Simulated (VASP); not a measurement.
## Mo8AsS15 (a cell with a defect): electric field gradients with r2SCAN

Mo8AsS15 (a cell with a defect):

```
Mo As S
1.0
     6.33800    0.00000    0.00000
    -3.16900    5.48887    0.00000
     0.00000    0.00000   12.32400
Mo As S
8 1 15
Direct
  0.16667 0.33333 0.25021
  0.16682 0.83341 0.24979
  0.66659 0.33318 0.24979
  0.66659 0.83341 0.24979
  0.33414 0.16586 0.75198
  0.33414 0.66828 0.75198
  0.83172 0.16586 0.75198
  0.83333 0.66667 0.75073
  0.16667 0.33333 0.60869
  0.16740 0.83370 0.62463
  0.66630 0.33260 0.62463
  0.66630 0.83370 0.62463
  0.33317 0.16683 0.12295
  0.33317 0.66634 0.12295
  0.83366 0.16683 0.12295
  0.83333 0.66667 0.12302
  0.16667 0.33333 0.87603
  0.16391 0.83196 0.87825
  0.66804 0.33609 0.87825
  0.66804 0.83196 0.87825
  0.33342 0.16658 0.37720
  0.33342 0.66683 0.37720
  0.83317 0.16658 0.37720
  0.83333 0.66667 0.37691
```

```json
{"Program": "VASP 6.6.1", "Task": "electric field gradients", "Functional": "r2SCAN", "Potentials or basis": "VASP PAW PBE potentials, release 64 (Mo_sv, As, S)", "Cutoff": "520 eV", "k mesh": "4 × 4 × 2", "Occupations": "fermi-dirac, width 0.01 eV", "Spin": "no spin polarisation", "Dipole correction": "no", "Charge": "-1", "Further INCAR settings": "LREAL = Auto; ALGO = Normal; EDIFF = 1e-08; NBANDS = 122; NELECT = 208.0"}
```

| Item | Value |
| --- | --- |
| Largest force | 0.339 eV/Å |

Forces on the atoms (eV/Å):
```
Mo   0.000  0.000  0.002
Mo   0.003  0.002 -0.002
Mo   0.000 -0.003 -0.002
Mo  -0.003  0.002 -0.002
Mo  -0.030  0.017 -0.066
Mo   0.000 -0.035 -0.066
Mo   0.030  0.017 -0.066
Mo   0.000  0.000  0.019
As   0.000  0.000  0.339
S    0.004  0.002  0.167
S    0.000 -0.004  0.167
S   -0.004  0.002  0.167
S    0.003 -0.002  0.176
S    0.000  0.004  0.176
S   -0.003 -0.002  0.176
S    0.000  0.000  0.180
S    0.000  0.000 -0.141
S   -0.004 -0.002 -0.152
S    0.000  0.004 -0.152
S    0.004 -0.002 -0.152
S    0.015 -0.009 -0.198
S    0.000  0.018 -0.198
S   -0.015 -0.009 -0.198
S    0.000  0.000 -0.173
```

Levels at points of the mesh, in eV from the Fermi level:
```
           k point  band 101  band 102  band 103  band 104  band 105  band 106  band 107  band 108
(0.00, 0.00, 0.00)     -0.98     -0.91     -0.91     -0.25      0.75      0.76      0.76      1.26
(0.50, 0.00, 0.00)     -1.44     -1.32     -1.13     -0.85      0.57      0.58      0.66      0.69
(0.00, 0.00, 0.50)     -0.92     -0.92     -0.82     -0.31      0.75      0.75      0.75      1.26
(0.50, 0.00, 0.50)     -1.41     -1.30     -1.13     -0.87      0.65      0.67      0.81      0.81
```

Electric field gradients, principal values (V/Å²):
| atom | least | middle | greatest (by size) |
| --- | --- | --- | --- |
| 1 Mo | 40.980 | 40.982 | -81.962 |
| 2 Mo | 39.695 | 39.961 | -79.656 |
| 3 Mo | 39.695 | 39.961 | -79.656 |
| 4 Mo | 39.696 | 39.960 | -79.656 |
| 5 Mo | 36.920 | 39.358 | -76.278 |
| 6 Mo | 36.921 | 39.357 | -76.278 |
| 7 Mo | 36.921 | 39.357 | -76.278 |
| 8 Mo | 34.668 | 34.670 | -69.337 |
| 9 As | 61.857 | 61.857 | -123.713 |
| 10 S | 18.653 | 33.760 | -52.413 |
| 11 S | 18.653 | 33.760 | -52.413 |
| 12 S | 18.652 | 33.761 | -52.413 |
| 13 S | 26.385 | 26.784 | -53.169 |
| 14 S | 26.386 | 26.783 | -53.169 |
| 15 S | 26.386 | 26.783 | -53.169 |
| 16 S | 26.738 | 26.739 | -53.477 |
| 17 S | 25.273 | 25.275 | -50.548 |
| 18 S | 20.208 | 23.897 | -44.104 |
| 19 S | 20.208 | 23.897 | -44.104 |
| 20 S | 20.208 | 23.896 | -44.104 |
| 21 S | 23.530 | 25.723 | -49.253 |
| 22 S | 23.529 | 25.724 | -49.253 |
| 23 S | 23.529 | 25.724 | -49.253 |
| 24 S | 26.815 | 26.816 | -53.631 |

Run time: 35 min on 1 thread of Intel(R) Xeon(R) 6975P-C (Granite Rapids) (shared host), peak memory 0.71 GiB.

Caveat: the cell carries a net charge on a neutralising background, which shifts energy and pressure; the cell is charged against a uniform background, so pressure and absolute levels hang on convention; without QUAD_EFG the Cq values of the log hold for a quadrupole moment of 1 mb, not for the nuclei; the PAW data sets were made with another functional, which shifts forces and pressure a little.
